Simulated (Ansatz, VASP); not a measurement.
## Ir: VASP beside Ansatz

```
Ir
1.0
     2.56374   -1.69444    0.00000
     2.56374    1.69444    0.00000
     0.00000    0.00000    6.91204
Ir
4
Cartesian
  2.5637 -1.1861 0.8087
  2.5637 -0.5083 4.2647
  2.5637 1.1861 6.1033
  2.5637 0.5083 2.6473
```

Alike in both runs: task relaxation of cell and atoms; functional PBE; k mesh 6 × 6 × 4; occupations gaussian, width 0.1 eV; no spin polarisation.

```csv
,VASP,Ansatz
version,VASP 6.6.1,Ansatz 0.2.0
potentials or method,"VASP PAW PBE potentials, release 64 (Ir), cutoff 600 eV","scalar-relativistic, plane waves, PAW"
valence electrons in the cell,36,68
```

```csv
,VASP,Ansatz,Ansatz less VASP
"gap on the k mesh at the Fermi level, each at its own relaxed structure (eV)",none,none,-
relaxed volume (Å³/atom),14.51,14.49,-0.024
relaxed cell length with the largest relative difference (Å),2.748,2.747,-0.0015
```

A gap of «none» marks a metal or a gap that the smearing closes. VASP's potentials hold 36 valence electrons a cell and Ansatz's 68, so a difference there can come from the potentials and not from the codes.

The k mesh is coarse, so the values compare programs but aren't converged. Neither program's run includes spin-orbit coupling.
